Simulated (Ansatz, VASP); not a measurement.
## C in VASP and in Ansatz

Contents of INCAR:

```
SYSTEM = C
ALGO     = Normal         ! electronic algorithm
EDIFF    = 1E-6           ! SCF threshold, eV
ENCUT    = 520            ! plane-wave cutoff, eV
GGA      = PE             ! functional
ISIF     = 2              ! what is computed and relaxed
ISMEAR   = 0              ! smearing method
LASPH    = .TRUE.         ! aspherical terms in the spheres
LCHARG   = .TRUE.         ! write CHGCAR
LELF     = .TRUE.         ! ELF
LREAL    = .FALSE.        ! projectors in reciprocal space
LVHAR    = .TRUE.       
LWAVE    = .FALSE.        ! write WAVECAR
NBANDS   = 16             ! bands
NELM     = 60             ! most SCF steps
PREC     = Accurate       ! precision mode
SIGMA    = 0.15           ! smearing width, eV
```

File KPOINTS:

```
k-points
0
G
  24 24 6
  0 0 0
```

File POSCAR:

```
C
1.0
    2.4665344233      0.0000000000      0.0000000000
   -1.2332672117      2.1360814699      0.0000000000
    0.0000000000      0.0000000000      8.2574622755
C
4
Direct
    0.0000000000      0.0000000000      0.0025000000
    0.0000000000      0.0000000000      0.5025000000
    0.3333333333      0.6666666667      0.0025000000
    0.6666666667      0.3333333333      0.5025000000
```

Input for Ansatz:

```yaml
crystal:
  lattice:
    - [2.4665344233, 0.0, 0.0]
    - [-1.2332672117, 2.1360814699, 0.0]
    - [0.0, 0.0, 8.2574622755]
  atoms:
    - { symbol: C, position: [0.0, 0.0, 0.0025] }
    - { symbol: C, position: [0.0, 0.0, 0.5025] }
    - { symbol: C, position: [0.3333333333, 0.6666666667, 0.0025] }
    - { symbol: C, position: [0.6666666667, 0.3333333333, 0.5025] }
basis:
  ecutwfc: 420
kpoints:
  mp_grid: { grid: [24, 24, 6] }
hamiltonian:
  xc: pbe
scf:
  occupations: { method: gaussian, width: 0.15 }
output:
  forces: true
  stress: true
  eigenvalues: true
```

Change from the starting cell: strain -0.0300 x Voigt [0, 0, 1, 0, 0, 0], atoms carried along.

Alike in both runs: task single point; functional PBE; k mesh 24 × 24 × 6; occupations gaussian, width 0.15 eV; no spin polarisation.

|  | VASP | Ansatz |
| --- | --- | --- |
| version | VASP 6.6.1 | Ansatz 0.2.0 |
| potentials or method | VASP PAW PBE potentials, release 64 (C), cutoff 520 eV | scalar-relativistic, plane waves, PAW |
| valence electrons in the cell | 16 | 16 |

```tsv
	VASP	Ansatz	Ansatz less VASP
gap on the k mesh at the Fermi level (eV)	none	none	-
pressure (GPa)	0.4	0.0	-0.36
traceless stress, the component that is largest in VASP (GPa)	-0.31	0.11	+0.427
```

A gap of «none» marks a metal or a gap that the smearing closes.
